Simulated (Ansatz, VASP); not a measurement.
**One calculation of Ir, two programs**

```
CELL_PARAMETERS angstrom
2.71486 0.00000 0.00000
-1.35743 2.35114 0.00000
0.00000 0.00000 4.43337
ATOMIC_POSITIONS crystal
Ir 0.33333 0.66667 0.25000
Ir 0.66667 0.33333 0.75000
```

Alike in both runs: task relaxation of cell and atoms; functional LDA; k mesh 13 × 13 × 7; occupations fermi-dirac, width 0.1 eV; no spin polarisation.

|  | VASP | Ansatz |
| --- | --- | --- |
| version | VASP 6.6.1 | Ansatz 0.2.0 |
| potentials or method | VASP PAW LDA potentials, release 64 (Ir), cutoff 600 eV | plane waves (420 eV) with PAW, scalar-relativistic |
| valence electrons in the cell | 18 | 34 |

```csv
,VASP,Ansatz,Ansatz less VASP
relaxed volume (Å³/atom),14.01,13.92,-0.091
relaxed cell length with the largest relative difference (Å),2.711,2.705,-0.0060
```

Ansatz warns that its potentials were made for another functional, while VASP's fit it. LDA's correlation is that of Perdew and Zunger in VASP and of Perdew and Wang (1992) in Ansatz. VASP's potentials hold 18 valence electrons a cell and Ansatz's 34, so a difference there can come from the potentials and not from the codes.

Spin-orbit coupling is off throughout.
